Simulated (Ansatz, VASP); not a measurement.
# Cs2HfTe3 in VASP and in Ansatz

The input INCAR:

```
SYSTEM = Cs2HfTe3
PREC     = Accurate       ! precision mode
ENCUT    = 520            ! plane-wave cutoff, eV
EDIFF    = 1E-6           ! SCF threshold, eV
ISMEAR   = 0              ! smearing method
SIGMA    = 0.1            ! smearing width, eV
LREAL    = .False.        ! projectors in reciprocal space
LASPH    = .True.         ! aspherical terms in the spheres
NELM     = 60             ! most SCF steps
ALGO     = Normal         ! electronic algorithm
ISIF     = 2              ! what is computed and relaxed
LWAVE    = .False.        ! write WAVECAR
LCHARG   = .False.        ! write CHGCAR
GGA      = PE             ! functional
NBANDS   = 32             ! bands
```

KPOINTS

```
Automatic mesh
0
Gamma
  3 3 4
  0 0 0
```

File POSCAR:

```
Cs2HfTe3
1.0
    7.5679707800      0.0000000000      0.0000000000
   -3.7839853900      6.5540549500      0.0000000000
    0.0000000000      0.0000000000      4.4417779600
Cs Hf Te
2 1 3
Direct
    0.6666666700      0.3333333300      0.5000000000
    0.3333333300      0.6666666700      0.5000000000
    0.0000000000      0.0000000000      0.5000000000
    0.0000000000      0.5000000000      0.0000000000
    0.5000000000      0.5000000000      0.0000000000
    0.5000000000      0.0000000000      0.0000000000
```

Input for Ansatz:

```yaml
crystal:
  lattice:
    - [7.56797078, 0.0, 0.0]
    - [-3.78398539, 6.55405495, 0.0]
    - [0.0, 0.0, 4.44177796]
  atoms:
    - { symbol: Cs, position: [0.66666667, 0.33333333, 0.5] }
    - { symbol: Cs, position: [0.33333333, 0.66666667, 0.5] }
    - { symbol: Hf, position: [0.0, 0.0, 0.5] }
    - { symbol: Te, position: [0.0, 0.5, 0.0] }
    - { symbol: Te, position: [0.5, 0.5, 0.0] }
    - { symbol: Te, position: [0.5, 0.0, 0.0] }
basis:
  ecutwfc: 420
kpoints:
  mp_grid: { grid: [3, 3, 4] }
hamiltonian:
  xc: pbe
scf:
  occupations: { method: gaussian, width: 0.1 }
  lower_state_search: "off"
output:
  forces: true
  stress: true
  eigenvalues: true
```

Change from the starting cell: species swapped into the HoB2Rh3 type (P6/mmm, No. 191).

Alike in both runs: task single point; functional PBE; k mesh 3 × 3 × 4; occupations gaussian, width 0.1 eV; no spin polarisation.

```csv
,VASP,Ansatz
version,VASP 6.6.1,Ansatz 0.2.0
potentials or method,"VASP PAW PBE potentials, release 64 (Cs_sv, Hf_pv, Te), cutoff 520 eV","scalar-relativistic, plane waves, PAW"
valence electrons in the cell,46,92
```

|  | VASP | Ansatz | Ansatz less VASP |
| --- | --- | --- | --- |
| gap on the k mesh at the Fermi level (eV) | none | none | - |
| pressure (GPa) | 10.3 | 10.2 | -0.16 |
| traceless stress, the component that is largest in VASP (GPa) | 8.58 | 8.46 | -0.120 |

A gap of «none» marks a metal or a gap that the smearing closes. With one functional, cell and mesh, what is left measures potentials, basis and numerics. VASP's potentials hold 46 valence electrons a cell and Ansatz's 92, so a difference there can come from the potentials and not from the codes.

Neither program's run includes spin-orbit coupling.
